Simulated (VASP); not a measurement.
# Cs (Fm-3m) in VASP: a series of runs

Cs is run at these levels: PBE; tasks: single point, relaxation of cell and atoms.

Everything below comes from runs of VASP 6.6.1. Logs are shortened: lines on timing, memory, paths and dates and some standing lists are left out, and cuts for length are marked.

**1. The cell of the first run**

Symmetry: Fm-3m, No. 225, cubic system. The conventional cell has a = 7.433 Å, b = 7.433 Å, c = 7.433 Å, α = 90.00°, β = 90.00°, γ = 90.00°.

This isn't the form of Cs at room conditions, which is bcc.

**2. Single point, PBE**

The input, INCAR:

```
PREC = Accurate
ENCUT = 520
EDIFF = 1E-6
ISMEAR = -1
SIGMA = 0.05
LREAL = F
LASPH = T
NELM = 100
ALGO = Normal
ISIF = 2
LWAVE = F
LCHARG = F
GGA = PE
NBANDS = 10
```

The input, KPOINTS:

```
regular mesh
0
Gamma
  9 9 9
```

The input, POSCAR:

```
Cs
1.0
    0.0000000000      3.7166484849      3.7166484849
    3.7166484849      0.0000000000      3.7166484849
    3.7166484849      3.7166484849      0.0000000000
Cs
1
Direct
    0.0000000000      0.0000000000      0.0000000000
```

Potentials or basis: VASP PAW PBE potentials, release 64 (Cs_sv).

The run is started by

```bash
> cat potpaw_PBE.64/Cs_sv/POTCAR > POTCAR
> mpirun -np 1 vasp_std > vasp.out
```

OUTCAR:

```text
PREC = Accurate
   ENCUT = 520
   EDIFF = 1E-6
   ISMEAR = -1
   LREAL = F
   LASPH = T
   NELM = 100
   ISIF = 2
   GGA = PE

 ion  position               nearest neighbor table
   1  0.000  0.000  0.000-

  LATTYP: Found a face centered cubic cell.
 ALAT       =     7.4332969698

  Lattice vectors:

 A1 = (   0.0000000000,   3.7166484849,   3.7166484849)
 A2 = (   3.7166484849,   0.0000000000,   3.7166484849)
 A3 = (   3.7166484849,   3.7166484849,   0.0000000000)

Analysis of symmetry for initial positions (statically):
=====================================================================
 Subroutine PRICEL returns:
 Original cell was already a primitive cell.

 Routine SETGRP: Setting up the symmetry group for a
 face centered cubic supercell.

 Subroutine GETGRP returns: Found 48 space group operations
 (whereof 48 operations were pure point group operations)
 out of a pool of 48 trial point group operations.

The static configuration has the point symmetry O_h .

Analysis of symmetry for dynamics (positions and initial velocities):
=====================================================================
 Subroutine PRICEL returns:
 Original cell was already a primitive cell.

 Routine SETGRP: Setting up the symmetry group for a
 face centered cubic supercell.

 Subroutine GETGRP returns: Found 48 space group operations
 (whereof 48 operations were pure point group operations)
 out of a pool of 48 trial point group operations.

The dynamic configuration has the point symmetry O_h .

 Subroutine INISYM returns: Found 48 space group operations
 (whereof 48 operations are pure point group operations),
 and found     1 'primitive' translations

----------------------------------------------------------------------------------------

                                     Primitive cell

  volume of cell :     102.6797

  direct lattice vectors                    reciprocal lattice vectors
     0.000000000  3.716648485  3.716648485    -0.134529806  0.134529806  0.134529806
     3.716648485  0.000000000  3.716648485     0.134529806 -0.134529806  0.134529806
     3.716648485  3.716648485  0.000000000     0.134529806  0.134529806 -0.134529806

  length of vectors
     5.256134694  5.256134694  5.256134694     0.233012459  0.233012459  0.233012459

  position of ions in fractional coordinates (direct lattice)
     0.000000000  0.000000000  0.000000000

  ion indices of the primitive-cell ions
   primitive index   ion index
                 1           1

----------------------------------------------------------------------------------------

 KPOINTS: regular mesh

Automatic generation of k-mesh.
 Grid dimensions read from file:
 generate k-points for:    9    9    9

 Generating k-lattice:

  Cartesian coordinates                     Fractional coordinates (reciprocal lattice)
    -0.014947756  0.014947756  0.014947756     0.111111111  0.000000000  0.000000000
     0.014947756 -0.014947756  0.014947756     0.000000000  0.111111111  0.000000000
     0.014947756  0.014947756 -0.014947756     0.000000000  0.000000000  0.111111111

  Length of vectors
     0.025890273  0.025890273  0.025890273

  Shift w.r.t. Gamma in fractional coordinates (k-lattice)
     0.000000000  0.000000000  0.000000000

 Subroutine IBZKPT returns following result:
 ===========================================

 Found     35 irreducible k-points:

 Following reciprocal coordinates:
            Coordinates               Weight
  0.000000  0.000000  0.000000      1.000000
  0.111111  0.000000  0.000000      8.000000
  0.222222  0.000000  0.000000      8.000000
  0.333333  0.000000  0.000000      8.000000
  0.444444  0.000000  0.000000      8.000000
  0.111111  0.111111  0.000000      6.000000
[... 16 lines left out ...]
 -0.333333  0.333333  0.000000     12.000000
  0.444444  0.444444  0.000000      6.000000
 [... further k-points ...]
   k-points           NKPTS =     35   k-points in BZ     NKDIM =     35   number of bands    NBANDS=     10
   number of dos      NEDOS =    301   number of ions     NIONS =      1
   total plane-waves  NPLWV =  64000
   dimension x,y,z NGX =    40 NGY =   40 NGZ =   40
   dimension x,y,z NGXF=    80 NGYF=   80 NGZF=   80
   ions per type =               1
   NGX,Y,Z   is equivalent  to a cutoff of  12.65, 12.65, 12.65 a.u.
   NGXF,Y,Z  is equivalent  to a cutoff of  25.30, 25.30, 25.30 a.u.
 SYSTEM =  unknown system
   PREC   = accura    normal or accurate (medium, high low for compatibility)
   ISTART =      0    job   : 0-new  1-cont  2-samecut
   ICHARG =      2    charge: 1-file 2-atom 10-const
   ISPIN  =      1    spin polarized calculation?
   LNONCOLLINEAR =      F non collinear calculations
   LSORBIT =      F    spin-orbit coupling
   LASPH  =      T    aspherical Exc in radial PAW
   ENCUT  =  520.0 eV  38.22 Ry    6.18 a.u.   9.77  9.77  9.77*2*pi/ulx,y,z
   NELM   =    100;   NELMIN=  2; NELMDL= -5     # of ELM steps
   EDIFF  = 0.1E-05   stopping-criterion for ELM
   LREAL  =      F    real-space projection
   EDIFFG = 0.1E-04   stopping-criterion for IOM
   NSW    =      0    number of steps for IOM
   IBRION =     -1    ionic relax: 0-MD 1-quasi-New 2-CG
   NFREE  =      0    steps in history (QN), initial steepest desc. (CG)
   ISIF   =      2    stress and relaxation
   ISYM   =      2    0-nonsym 1-usesym 2-fastsym
   POTIM  = 0.5000    time-step for ionic-motion
   TEBEG  =    0.0;   TEEND  =   0.0 temperature during run
   PSTRESS=    0.0 pullay stress
   NELECT =       9.0000    total number of electrons
   NUPDOWN=      -1.0000    fix difference up-down
   EMIN   =  10.00;   EMAX   =-10.00  energy-range for DOS
   EFERMI =   0.00;   METHOD = LEGACY
   ISMEAR =    -1;   SIGMA  =   0.05  broadening in eV -4-tet -1-fermi 0-gaus
   EFERMI_NEDOS =   21; number of points for ismear=-14 and -15
   IALGO  =     38    algorithm
   IMIX   =      4    mixing-type and parameters
     AMIX     =   0.40;   BMIX     =  1.00
     AMIX_MAG =   1.60;   BMIX_MAG =  1.00
  volume/ion in A,a.u.               =     102.68       692.92
  Fermi-wavevector in a.u.,A,eV,Ry     =   0.727212  1.374231  7.195262  0.528837
  Thomas-Fermi vector in A             =   1.818379
   LORBIT       =      0    0 simple, 1 ext, 2 COOP (PROOUT), +10 PAW based schemes
   GGA     = PE    functional components
   LHFCALC =     F    Hartree Fock is set to
   AEXX    =    0.0000 exact exchange contribution
   IVDW    =     0    specifies the selected vdW correction
   LEPSILON=     F    determine dielectric tensor
   LRPA    =     F    only Hartree local field effects (RPA)
 non-spin polarized calculation
  energy-cutoff  :      520.00
  volume of cell :      102.68
 maximum number of plane-waves:      2785
   NGX = 19   NGY = 19   NGZ = 19

 number of electron       8.9999998 magnetization

 Free energy of the ion-electron system (eV)
  ---------------------------------------------------
  ext. energy  EPLUGINS =         0.00000000
  ---------------------------------------------------
  free energy    TOTEN  =        -0.84476560 eV

  energy without entropy =       -0.83559966  energy(sigma->0) =       -0.84018263

 E-fermi :   0.7811     XC(G=0):  -5.6998

 val. band max:        0.7686558252   @ k =   0.4444   0.3333   0.0000
 cond. band min:       0.8133544277   @ k =  -0.4444   0.1111   0.0000
 fundamental gap:      0.0446986025
 Fermi energy:         0.7810587869

 k-point     1 :       0.0000    0.0000    0.0000
  band No.  band energies     occupation
      1     -23.0430      2.00000
      2      -9.7665      2.00000
      3      -9.7665      2.00000
      4      -9.7665      2.00000
      5      -1.0391      2.00000
      6       3.2631      0.00000
      7       3.2631      0.00000
      8       3.2631      0.00000
      9       4.4661      0.00000
     10       4.4661      0.00000

 k-point     2 :       0.1111    0.0000    0.0000
  band No.  band energies     occupation
      1     -23.0418      2.00000
      2      -9.7909      2.00000
      3      -9.7696      2.00000
      4      -9.7696      2.00000
      5      -0.8946      2.00000
      6       3.0071      0.00000
      7       3.3280      0.00000
      8       3.3280      0.00000
      9       4.3443      0.00000
     10       4.3443      0.00000

 k-point     3 :       0.2222    0.0000    0.0000
  band No.  band energies     occupation
      1     -23.0387      2.00000
      2      -9.8513      2.00000
      3      -9.7776      2.00000
      4      -9.7776      2.00000
      5      -0.4918      2.00000
      6       2.5247      0.00000
      7       3.3792      0.00000
      8       3.3792      0.00000
      9       4.3043      0.00000
     10       4.3043      0.00000

 k-point     4 :       0.3333    0.0000    0.0000
  band No.  band energies     occupation
      1     -23.0352      2.00000
      2      -9.9179      2.00000
      3      -9.7865      2.00000
      4      -9.7865      2.00000
      5       0.0722      2.00000
      6       2.0670      0.00000
      7       3.2445      0.00000
      8       3.2445      0.00000
      9       4.6981      0.00000
     10       4.6981      0.00000

 k-point     5 :       0.4444    0.0000    0.0000
  band No.  band energies     occupation
      1     -23.0329      2.00000
      2      -9.9603      2.00000
      3      -9.7923      2.00000
      4      -9.7923      2.00000
      5       0.5892      1.95777
      6       1.7082      0.00000
      7       3.1210      0.00000
      8       3.1210      0.00000
      9       5.2434      0.00000
     10       5.2438      0.00000

 k-point     6 :       0.1111    0.1111    0.0000
  band No.  band energies     occupation
      1     -23.0414      2.00000
      2      -9.7903      2.00000
      3      -9.7750      2.00000
      4      -9.7750      2.00000
      5      -0.8467      2.00000
      6       2.9471      0.00000
      7       3.3573      0.00000
      8       3.3573      0.00000
      9       4.0200      0.00000
     10       4.5492      0.00000
[... 183 lines left out ...]
 k-point    21 :       0.4444    0.3333    0.0000
  band No.  band energies     occupation
      1     -23.0307      2.00000
      2      -9.9312      2.00000
      3      -9.8374      2.00000
      4      -9.8272      2.00000
      5       0.7687      1.12340
      6       1.8503      0.00000
      7       2.3419      0.00000
      8       4.2324      0.00000
      9       4.5010      0.00000
     10       5.4149      0.00000

 k-point    22 :      -0.4444    0.3333    0.0000
  band No.  band energies     occupation
      1     -23.0296      2.00000
      2      -9.9291      2.00000
      3      -9.8671      2.00000
      4      -9.8245      2.00000
      5       1.1956      0.00050
      6       1.7208      0.00000
      7       2.2470      0.00000
      8       4.0296      0.00000
      9       4.2783      0.00000
     10       5.3400      0.00000

 k-point    23 :      -0.3333    0.3333    0.0000
  band No.  band energies     occupation
      1     -23.0300      2.00000
      2      -9.9009      2.00000
      3      -9.8993      2.00000
      4      -9.8135      2.00000
      5       1.4053      0.00001
      6       1.6402      0.00000
      7       2.1313      0.00000
      8       3.7756      0.00000
      9       4.3079      0.00000
     10       4.8647      0.00000

 k-point    24 :       0.4444    0.4444    0.0000
  band No.  band energies     occupation
      1     -23.0295      2.00000
      2      -9.9482      2.00000
      3      -9.8361      2.00000
      4      -9.8361      2.00000
      5       0.8743      0.26839
      6       1.7534      0.00000
      7       2.3727      0.00000
      8       4.8618      0.00000
      9       4.8618      0.00000
     10       5.3372      0.00000

 [... further k-points ...]

------------------------ aborting loop because EDIFF is reached ----------------------------------------

  FORCE on cell =-STRESS in cart. coord.  units (eV):
  Direction    XX          YY          ZZ          XY          YZ          ZX
  --------------------------------------------------------------------------------------
  -------------------------------------------------------------------------------------
  Total        0.1969979      0.1969979      0.1969979      0.0000000     -0.0000000      0.0000000
  in kB        3.0738863      3.0738863      3.0738863      0.0000000     -0.0000000      0.0000000
  external PRESSURE =       3.0738863 kB  Pullay stress =       0.0000000 kB

 VOLUME and BASIS-vectors are now :
 -----------------------------------------------------------------------------
  energy-cutoff  :      520.00
  volume of cell :      102.68
      direct lattice vectors                 reciprocal lattice vectors
     0.000000000  3.716648485  3.716648485    -0.134529806  0.134529806  0.134529806
     3.716648485  0.000000000  3.716648485     0.134529806 -0.134529806  0.134529806
     3.716648485  3.716648485  0.000000000     0.134529806  0.134529806 -0.134529806

 POSITION                                       TOTAL-FORCE (eV/Angst)
 -----------------------------------------------------------------------------------
      0.00000      0.00000      0.00000        -0.000000      0.000000     -0.000000
 -----------------------------------------------------------------------------------
    total drift:                               -0.000000     -0.000000     -0.000000

  FREE ENERGIE OF THE ION-ELECTRON SYSTEM (eV)
  ---------------------------------------------------
  free  energy   TOTEN  =        -0.8447656019 eV

  energy  without entropy=       -0.8355996633  energy(sigma->0) =       -0.84018263
```

Wall time 25 s (1 thread of Intel Xeon Platinum 8488C (Sapphire Rapids), shared host); peak memory 0.24 GiB.

What came out:

```yaml
Free_energy: -0.8448 eV
Pressure: 0.3 GPa
Band_gap_on_the_k_mesh: zero (an odd number of electrons rules out a gap without spin polarisation)
```

Levels at points of the mesh, in eV from the Fermi level:
```tsv
k point	band 1	band 2	band 3	band 4	band 5	band 6	band 7	band 8	band 9	band 10
(0.00, 0.00, 0.00)	-23.82	-10.55	-10.55	-10.55	-1.82	2.48	2.48	2.48	3.69	3.69
```

Caveat: spin-orbit coupling is left out, which moves the levels of the heavy elements.

**3. Relaxation of cell and atoms, PBE, target pressure 0.31 GPa, at which the enthalpy is minimised**

The input, INCAR:

```
PREC = Accurate
ENCUT = 600
EDIFF = 1E-6
ISMEAR = -1
SIGMA = 0.05
LREAL = False
LASPH = True
NELM = 80
ALGO = Normal
ISIF = 3
LWAVE = False
LCHARG = False
GGA = PE
IBRION = 2
NSW = 60
EDIFFG = -0.005
PSTRESS = 3.1
```

The input, KPOINTS:

```
Automatic mesh
0
Gamma
  9 9 9
```

POSCAR is that of step 2.

Potentials or basis: VASP PAW PBE potentials, release 64 (Cs_sv).

The run is started by

```bash
> cat potpaw_PBE.64/Cs_sv/POTCAR > POTCAR
> mpirun -np 1 vasp_std > vasp.out
```

Wall time 29 s (1 thread of Intel Xeon Platinum 8488C (Sapphire Rapids), shared host); peak memory 0.26 GiB.

It converged, with:

```yaml
Free_energy: -0.8448 eV
Pressure_after_relaxing: 0.3 GPa
Band_gap_on_the_k_mesh: zero (an odd number of electrons rules out a gap without spin polarisation)
```

Final structure:
```
CELL_PARAMETERS angstrom
0.00000 3.71665 3.71665
3.71665 0.00000 3.71665
3.71665 3.71665 0.00000
ATOMIC_POSITIONS crystal
Cs 0.00000 0.00000 0.00000
```

Levels at points of the mesh, in eV from the Fermi level:
| k point | band 2 | band 3 | band 4 | band 5 | band 6 | band 7 | band 8 |
| --- | --- | --- | --- | --- | --- | --- | --- |
| (0.00, 0.00, 0.00) | -10.55 | -10.55 | -10.55 | -1.82 | 2.48 | 2.48 | 2.48 |

Caveat: the cell is relaxed towards a set pressure, so the run minimises the enthalpy, not the energy; spin-orbit coupling is left out, which moves the levels of the heavy elements.

The gap in the log of VASP goes by the Fermi energy; the results here count the filled bands.